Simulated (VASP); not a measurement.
## PtS2: single point with PBE

The system is PtS2.

```
Pt S
1.0
     3.54320    0.00000    0.00000
    -1.77160    3.06850    0.00000
     0.00000    0.00000    5.03880
Pt S
1 2
Cartesian
  0.0000 0.0000 0.0000
  0.2121 2.2578 0.9597
  1.7716 1.0228 3.7791
```

This cell differs from its parent crystal: atom 2 (S) moved by (+0.300, -0.300) A along [1 1 0] and z.

```json
{
  "Program": "VASP 6.6.1",
  "Task": "single point",
  "Functional": "PBE",
  "Potentials or basis": "VASP PAW PBE potentials, release 64 (Pt, S)",
  "Cutoff": "520 eV",
  "k mesh": "12 × 12 × 8",
  "Occupations": "gaussian, width 0.05 eV",
  "Spin": "no spin polarisation"
}
```

```json
{
 "Pressure": "22.2 GPa",
 "Largest force": "8.505 eV/Å",
 "Band gap on the k mesh": "0.41 eV (least direct gap 0.65 eV)"
}
```

Forces in eV/Å, atoms in the order of the input:
```
Pt   5.071  3.385 -4.858
S   -5.484 -3.742  5.315
S    0.414  0.357 -0.457
```

Stress tensor (GPa, compression positive):
```
 33.76  11.30 -16.62
 11.30  14.82 -11.33
-16.62 -11.33  18.16
```

Levels at points of the mesh, in eV from the valence-band top:
| k point | band 8 | band 9 | band 10 | band 11 | band 12 | band 13 | band 14 | band 15 |
| --- | --- | --- | --- | --- | --- | --- | --- | --- |
| (0.00, 0.00, 0.00) | -2.26 | -1.52 | -0.82 | -0.37 | 1.93 | 2.72 | 4.66 | 5.70 |
| (0.50, 0.00, 0.00) | -3.82 | -3.66 | -3.53 | -2.34 | 1.72 | 2.08 | 4.94 | 6.37 |
| (0.00, 0.50, 0.00) | -3.46 | -3.33 | -3.13 | -1.94 | 1.19 | 2.82 | 5.48 | 6.37 |
| (0.50, 0.50, 0.00) | -3.45 | -3.37 | -3.16 | -2.09 | 1.34 | 2.42 | 5.39 | 6.21 |
| (0.00, 0.00, 0.50) | -2.73 | -1.65 | -1.06 | -0.99 | 2.34 | 2.94 | 5.27 | 7.04 |
| (0.50, 0.00, 0.50) | -4.00 | -3.51 | -3.20 | -1.94 | 1.49 | 1.98 | 5.66 | 5.78 |
| (0.00, 0.50, 0.50) | -3.43 | -3.24 | -2.87 | -0.85 | 1.81 | 2.18 | 4.90 | 5.22 |
| (0.50, 0.50, 0.50) | -3.54 | -3.31 | -2.78 | -1.07 | 1.63 | 1.95 | 5.11 | 5.27 |

Run time: 17 min on 1 thread of Intel Xeon 8259CL (shared host), peak memory 0.62 GiB.

Caveat: the cell differs from its parent crystal (atom 2 (S) moved by (+0.300, -0.300) A along [1 1 0] and z); the cell stands under pressure; spin-orbit coupling is left out, which moves the levels of the heavy elements; forces of over 1 eV/Å act on the atoms, so gaps and moduli don't describe the material at rest. A k mesh can miss the band edges.
